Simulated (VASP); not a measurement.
# HfB2 (P6/mmm) in VASP: further runs, part 2 of 2

VASP 6.6.1. The steps go on from the part before.

## (5) Relaxation of cell and atoms, r2SCAN

POSCAR

```
HfB2
1.0
    3.1400000000      0.0000000000      0.0000000000
   -1.5700000000      2.7193197700      0.0000000000
    0.0000000000      0.0000000000      3.4800000000
Hf B
1 2
Direct
    0.0000000000      0.0000000000      0.0000000000
    0.3333333300      0.6666666700      0.5000000000
    0.6666666700      0.3333333300      0.5000000000
```

INCAR.step1

```
ALGO = Normal ; EDIFF = 1E-4
ENCUT = 600 ; GGA = PE
ISMEAR = -1 ; LASPH = True
LCHARG = False ; LREAL = False
LWAVE = True ; NELM = 100
PREC = Accurate ; SIGMA = 0.1
```

INCAR.step2

```
ALGO = Normal ; EDIFF = 1E-7
EDIFFG = -0.01 ; ENCUT = 600
IBRION = 2 ; ISIF = 3
ISMEAR = -1 ; ISTART = 1
LASPH = True ; LCHARG = False
LMIXTAU = True ; LREAL = False
LWAVE = False ; METAGGA = R2SCAN
NELM = 100 ; NSW = 80
PREC = Accurate ; SIGMA = 0.1
```

KPOINTS

```
k-points
0
Gamma
  12 12 9
```

Potentials or basis: VASP PAW PBE potentials, release 64 (Hf_pv, B).

Launch:

```
cat potpaw_PBE.64/Hf_pv/POTCAR potpaw_PBE.64/B/POTCAR > POTCAR
cp INCAR.step1 INCAR
mpirun -np 1 vasp_std > vasp.out
cp INCAR.step2 INCAR
mpirun -np 1 vasp_std > vasp.out
```

OUTCAR:

```text
EDIFF = 1E-7
   EDIFFG = -0.01
   ENCUT = 600
   IBRION = 2
   ISIF = 3
   ISMEAR = -1
   ISTART = 1
   LASPH = True
   LREAL = False
   METAGGA = R2SCAN
   NELM = 100
   NSW = 80
   PREC = Accurate

 ion  position               nearest neighbor table
   1  0.000  0.000  0.000-   2 2.51   3 2.51   2 2.51   3 2.51   3 2.51   3 2.51   2 2.51   2 2.51
                             3 2.51   3 2.51   2 2.51   2 2.51
   2  0.333  0.667  0.500-   3 1.81   3 1.81   3 1.81   1 2.51   1 2.51   1 2.51   1 2.51   1 2.51
                             1 2.51
   3  0.667  0.333  0.500-   2 1.81   2 1.81   2 1.81   1 2.51   1 2.51   1 2.51   1 2.51   1 2.51
                             1 2.51

  LATTYP: Found a hexagonal cell.
 ALAT       =     3.1400000000
 C/A-ratio  =     1.1082802548

  Lattice vectors:

 A1 = (   3.1400000000,   0.0000000000,   0.0000000000)
 A2 = (  -1.5700000000,   2.7193197700,   0.0000000000)
 A3 = (   0.0000000000,   0.0000000000,   3.4800000000)

Analysis of symmetry for initial positions (statically):
=====================================================================
 Subroutine PRICEL returns:
 Original cell was already a primitive cell.

 Routine SETGRP: Setting up the symmetry group for a
 hexagonal supercell.

 Subroutine GETGRP returns: Found 24 space group operations
 (whereof 24 operations were pure point group operations)
 out of a pool of 24 trial point group operations.

The static configuration has the point symmetry D_6h.

Analysis of symmetry for dynamics (positions and initial velocities):
=====================================================================
 Subroutine PRICEL returns:
 Original cell was already a primitive cell.

 Routine SETGRP: Setting up the symmetry group for a
 hexagonal supercell.

 Subroutine GETGRP returns: Found 24 space group operations
 (whereof 24 operations were pure point group operations)
 out of a pool of 24 trial point group operations.

The dynamic configuration has the point symmetry D_6h.

 Subroutine INISYM returns: Found 24 space group operations
 (whereof 24 operations are pure point group operations),
 and found     1 'primitive' translations

----------------------------------------------------------------------------------------

                                     Primitive cell

  volume of cell :      29.7146

  direct lattice vectors                    reciprocal lattice vectors
     3.140000000  0.000000000  0.000000000     0.318471338  0.183869512  0.000000000
    -1.570000000  2.719319770  0.000000000     0.000000000  0.367739025  0.000000000
     0.000000000  0.000000000  3.480000000     0.000000000  0.000000000  0.287356322

  length of vectors
     3.140000000  3.140000002  3.480000000     0.367739025  0.367739025  0.287356322

  position of ions in fractional coordinates (direct lattice)
     0.000000000  0.000000000  0.000000000
     0.333333330  0.666666670  0.500000000
     0.666666670  0.333333330  0.500000000

  ion indices of the primitive-cell ions
   primitive index   ion index
                 1           1
                 2           2
                 3           3

----------------------------------------------------------------------------------------

 KPOINTS: k-points

Automatic generation of k-mesh.
[... 60 lines left out ...]
   ISPIN  =      1    spin polarized calculation?
   LNONCOLLINEAR =      F non collinear calculations
   LSORBIT =      F    spin-orbit coupling
   LASPH  =      T    aspherical Exc in radial PAW
   ENCUT  =  600.0 eV  44.10 Ry    6.64 a.u.   6.27  6.27  6.95*2*pi/ulx,y,z
   NELM   =    100;   NELMIN=  2; NELMDL=  0     # of ELM steps
   EDIFF  = 0.1E-06   stopping-criterion for ELM
   LREAL  =      F    real-space projection
   EDIFFG = -.1E-01   stopping-criterion for IOM
   NSW    =     80    number of steps for IOM
   IBRION =      2    ionic relax: 0-MD 1-quasi-New 2-CG
   NFREE  =      1    steps in history (QN), initial steepest desc. (CG)
   ISIF   =      3    stress and relaxation
   ISYM   =      2    0-nonsym 1-usesym 2-fastsym
   POTIM  = 0.5000    time-step for ionic-motion
   TEBEG  =    0.0;   TEEND  =   0.0 temperature during run
   PSTRESS=    0.0 pullay stress
   NELECT =      16.0000    total number of electrons
   NUPDOWN=      -1.0000    fix difference up-down
   EMIN   =  10.00;   EMAX   =-10.00  energy-range for DOS
   EFERMI =   0.00;   METHOD = LEGACY
   ISMEAR =    -1;   SIGMA  =   0.10  broadening in eV -4-tet -1-fermi 0-gaus
   EFERMI_NEDOS =   21; number of points for ismear=-14 and -15
   IALGO  =     38    algorithm
   IMIX   =      4    mixing-type and parameters
     AMIX     =   0.40;   BMIX     =  1.00
     AMIX_MAG =   1.60;   BMIX_MAG =  1.00
  volume/ion in A,a.u.               =       9.90        66.84
  Fermi-wavevector in a.u.,A,eV,Ry     =   1.331860  2.516850 24.134693  1.773850
  Thomas-Fermi vector in A             =   2.460838
   LORBIT       =      0    0 simple, 1 ext, 2 COOP (PROOUT), +10 PAW based schemes
   METAGGA = R2SCAN    functional components
   LHFCALC =     F    Hartree Fock is set to
   AEXX    =    0.0000 exact exchange contribution
   IVDW    =     0    specifies the selected vdW correction
   LEPSILON=     F    determine dielectric tensor
   LRPA    =     F    only Hartree local field effects (RPA)
 conjugate gradient relaxation of ions
 non-spin polarized calculation
  energy-cutoff  :      600.00
  volume of cell :       29.71
 maximum number of plane-waves:      1016
 NGX is ok and might be reduce to    28
   NGX = 13   NGY = 13   NGZ = 13

--------------------------------------- Ionic step        1  -------------------------------------------

 number of electron      15.9999999 magnetization

 Free energy of the ion-electron system (eV)
  ---------------------------------------------------
  ext. energy  EPLUGINS =         0.00000000
  ---------------------------------------------------
  free energy    TOTEN  =       -63.09869804 eV

  energy without entropy =      -63.09175606  energy(sigma->0) =      -63.09522705

------------------------ aborting loop because EDIFF is reached ----------------------------------------

  FORCE on cell =-STRESS in cart. coord.  units (eV):
  Direction    XX          YY          ZZ          XY          YZ          ZX
  --------------------------------------------------------------------------------------
  -------------------------------------------------------------------------------------
  Total       -0.2950862     -0.2950862     -0.1300142      0.0000000      0.0000000      0.0000000
  in kB      -15.9107359    -15.9107359     -7.0102306      0.0000000      0.0000000      0.0000000
  external PRESSURE =     -12.9439008 kB  Pullay stress =       0.0000000 kB
[... 172 lines left out ...]
--------------------------------------- Ionic step        6  -------------------------------------------

 number of electron      15.9999999 magnetization

 Free energy of the ion-electron system (eV)
  ---------------------------------------------------
  ext. energy  EPLUGINS =         0.00000000
  ---------------------------------------------------
  free energy    TOTEN  =       -63.09935195 eV

  energy without entropy =      -63.09245344  energy(sigma->0) =      -63.09590269

 E-fermi :   7.8407     XC(G=0): -13.5726

 val. band max:        7.7269807303   @ k =   0.0833   0.0833   0.3333
 cond. band min:       7.8662600476   @ k =   0.1667   0.1667   0.1111
 fundamental gap:      0.1392793173
 Fermi energy:         7.8406782028

 k-point     1 :       0.0000    0.0000    0.0000
  band No.  band energies     occupation
      1     -24.1152      2.00000
      2     -23.5948      2.00000
      3     -23.5948      2.00000
      4      -6.9527      2.00000
      5       4.6244      2.00000
      6       4.6583      2.00000
      7       4.7057      2.00000
      8       4.7057      2.00000
      9      12.0086      0.00000
     10      12.0086      0.00000
     11      12.7016      0.00000
     12      12.7016      0.00000
[... 331 lines left out ...]
 k-point    24 :       0.3333   -0.0000    0.1111
  band No.  band energies     occupation
      1     -24.2016      2.00000
      2     -24.0381      2.00000
      3     -23.7298      2.00000
      4      -4.5787      2.00000
      5       0.2948      2.00000
      6       3.5296      2.00000
      7       4.0948      2.00000
      8       5.2425      2.00000
      9      10.0111      0.00000
     10      10.9700      0.00000
     11      11.4714      0.00000
     12      12.9868      0.00000

 [... further k-points ...]

------------------------ aborting loop because EDIFF is reached ----------------------------------------

  FORCE on cell =-STRESS in cart. coord.  units (eV):
  Direction    XX          YY          ZZ          XY          YZ          ZX
  --------------------------------------------------------------------------------------
  -------------------------------------------------------------------------------------
  Total       -0.0052736     -0.0052736     -0.0050569      0.0000000      0.0000000     -0.0000000
  in kB       -0.2856934     -0.2856934     -0.2739512      0.0000000      0.0000000     -0.0000000
  external PRESSURE =      -0.2817793 kB  Pullay stress =       0.0000000 kB
[... 18 lines left out ...]
  FREE ENERGIE OF THE ION-ELECTRON SYSTEM (eV)
  ---------------------------------------------------
  free  energy   TOTEN  =       -63.0993519452 eV

  energy  without entropy=      -63.0924534420  energy(sigma->0) =      -63.09590269

 reached required accuracy - stopping structural energy minimisation
```

Wall time 17 min (1 thread of AMD EPYC 7R43 (Zen 3), shared host); peak memory 0.17 GiB.

Results:

| Item | Value |
| --- | --- |
| Free energy | -63.0994 eV |
| Relaxed volume | 9.86 Å³/atom |
| Relaxed cell | a = 3.133 Å, b = 3.133 Å, c = 3.479 Å, α = 90.00°, β = 90.00°, γ = 120.00° |
| Space group after relaxing (to 0.05 Å) | P6/mmm (No. 191) |
| Energy gained by relaxing | 0.2 meV/atom |
| Ionic steps | 6 |
| Pressure after relaxing | 0.0 GPa |
| Band gap on the k mesh | zero (band 8 reaches 8.61 eV, above the bottom of band 9 at 7.12 eV) |

The path:
| step | energy change (eV) | largest force (eV/Å) | pressure (GPa) | volume (Å³) |
| --- | --- | --- | --- | --- |
| 1 | 0.0000 | 0.0000 | -1.29 | 29.71 |
| 2 | 0.0005 | 0.0000 | 1.82 | 29.37 |
| 3 | -0.0006 | 0.0000 | -0.01 | 29.57 |
| 4 | -0.0006 | 0.0000 | 0.05 | 29.56 |
| 5 | -0.0006 | 0.0000 | 0.05 | 29.57 |
| 6 | -0.0007 | 0.0000 | -0.03 | 29.57 |

Final structure:
```
Hf B
1.0
     3.13303    0.00000    0.00000
    -1.56652    2.71329    0.00000
     0.00000    0.00000    3.47905
Hf B
1 2
Direct
  0.00000 0.00000 0.00000
  0.33333 0.66667 0.50000
  0.66667 0.33333 0.50000
```

Caveat: the PAW data sets were made with another functional, which shifts forces and pressure a little; spin-orbit coupling is left out, which moves the levels of the heavy elements.

## (6) Relaxation of the atoms, r2SCAN

This run uses another cell than the first one, of 9.88 Å³/atom, 0.998 times its volume.

POSCAR

```
HfB2
1.0
    3.1356260300      0.0000000000      0.0000000000
   -1.5678130100      2.7155318000      0.0000000000
    0.0000000000      0.0000000000      3.4820548900
Hf B
1 2
Direct
    0.0000000000      0.0000000000      0.0000000000
    0.3333333300      0.6666666700      0.5000000000
    0.6666666700      0.3333333300      0.5000000000
```

INCAR.step1

```
SYSTEM = HfB2
ALGO = Normal
EDIFF = 1E-5
EDIFFG = -0.01
ENCUT = 500
GGA = PE
GGA_COMPAT = .False.
IBRION = 2
ISMEAR = -1
LASPH = .True.
LCHARG = .False.
LREAL = .False.
LWAVE = .True.
NELM = 120
NELMIN = 4
NSW = 100
PREC = Accurate
SIGMA = 0.1
```

INCAR.step2

```
SYSTEM = HfB2
ALGO = Normal
EDIFF = 1E-7
EDIFFG = -0.01
ENCUT = 500
GGA_COMPAT = .False.
IBRION = 2
ISIF = 2
ISMEAR = -1
ISTART = 1
LASPH = .True.
LCHARG = .False.
LMIXTAU = .True.
LREAL = .False.
LWAVE = .False.
METAGGA = R2SCAN
NELM = 120
NELMIN = 4
NSW = 50
PREC = Accurate
SIGMA = 0.1
```

KPOINTS

```
k-points
0
Gamma
  12 12 10
  0 0 0
```

Potentials or basis: VASP PAW PBE potentials, release 64 (Hf_pv, B).

Launch:

```
cat potpaw_PBE.64/Hf_pv/POTCAR potpaw_PBE.64/B/POTCAR > POTCAR
cp INCAR.step1 INCAR
mpirun -np 1 vasp_std > vasp.out
cp INCAR.step2 INCAR
mpirun -np 1 vasp_std > vasp.out
```

It took 2.3 min on 1 thread of Intel Xeon Platinum 8259CL at 2.50GHz (Skylake/Cascade Lake), shared host; peak memory 0.18 GiB.

Results (log left out):

```
Free energy             : -63.0951 eV
Pressure after relaxing : -0.6 GPa
Band gap on the k mesh  : zero (band 8 reaches 8.54 eV, above the bottom of band 9 at 7.10 eV)
```

Stress tensor (GPa, compression positive):
```
-0.58  0.00  0.00
 0.00 -0.58  0.00
 0.00  0.00 -0.70
```

Final structure:
```cif
data_structure
_symmetry_space_group_name_H-M 'P 1'
_symmetry_Int_Tables_number 1
_cell_length_a 3.1356
_cell_length_b 3.1356
_cell_length_c 3.4821
_cell_angle_alpha 90.000
_cell_angle_beta 90.000
_cell_angle_gamma 120.000
_cell_volume 29.65
loop_
_atom_site_label
_atom_site_type_symbol
_atom_site_fract_x
_atom_site_fract_y
_atom_site_fract_z
_atom_site_occupancy
Hf1 Hf 0.00000 0.00000 0.00000 1
B1 B 0.33333 0.66667 0.50000 1
B2 B 0.66667 0.33333 0.50000 1
```

Levels at points of the mesh, in eV from the Fermi level:
```
           k point  band 5  band 6  band 7  band 8  band 9  band 10  band 11  band 12
(0.00, 0.00, 0.00)   -3.24   -3.21   -3.16   -3.16    4.13     4.13     4.82     4.82
(0.50, 0.00, 0.00)   -9.93   -4.51   -3.81   -3.10    2.05     2.75     5.76     5.87
(0.00, 0.00, 0.50)   -8.98   -1.38   -1.38    0.24    0.24     0.97     0.97     2.26
(0.50, 0.00, 0.50)   -8.23   -5.37   -5.09   -3.13    4.02     4.29     6.40     7.35
```

Caveat: the relaxation stopped at its first step, so nothing moved; the PAW data sets were made with another functional, which shifts forces and pressure a little; spin-orbit coupling is left out, which moves the levels of the heavy elements.

## (7) Overview

```tsv
task	level	potentials or basis	cell	k mesh	cutoff (eV)	gap on the mesh (eV)	pressure (GPa)	relaxed volume (Å³/atom)
relaxation of cell and atoms	PBE	VASP PAW PBE potentials, release 64 (Hf_pv, B)	relaxed from a = 3.140, b = 3.140, c = 3.480 Å, angles 90.0, 90.0, 120.0°, 3 atoms	12 × 12 × 9	600	none	0.0	9.94
relaxation of cell and atoms	PBEsol	VASP PAW PBE potentials, release 64 (Hf_pv, B)	relaxed from a = 3.140, b = 3.140, c = 3.480 Å, angles 90.0, 90.0, 120.0°, 3 atoms	12 × 12 × 9	600	none	0.1	9.73
relaxation of cell and atoms	LDA	VASP PAW LDA potentials, release 64 (Hf_pv, B)	relaxed from a = 3.140, b = 3.140, c = 3.480 Å, angles 90.0, 90.0, 120.0°, 3 atoms	12 × 12 × 9	600	none	0.1	9.53
relaxation of cell and atoms	r2SCAN	VASP PAW PBE potentials, release 64 (Hf_pv, B)	relaxed from a = 3.140, b = 3.140, c = 3.480 Å, angles 90.0, 90.0, 120.0°, 3 atoms	12 × 12 × 9	600	none	0.0	9.86
relaxation of the atoms	r2SCAN	VASP PAW PBE potentials, release 64 (Hf_pv, B)	atoms relaxed from a = 3.136, b = 3.136, c = 3.482 Å, angles 90.0, 90.0, 120.0°, 3 atoms	12 × 12 × 10	500	none	-0.6	-
```

Alike in all rows: no spin polarisation; smearing fermi-dirac 0.1 eV.

Caveats: spin-orbit coupling is left out, which moves the levels of the heavy elements; the PAW data sets were made with another functional, which shifts forces and pressure a little (some runs); the relaxation stopped at its first step, so nothing moved (some runs).

Total energies depend on the potentials used, so only differences within one code and one set of settings carry meaning.
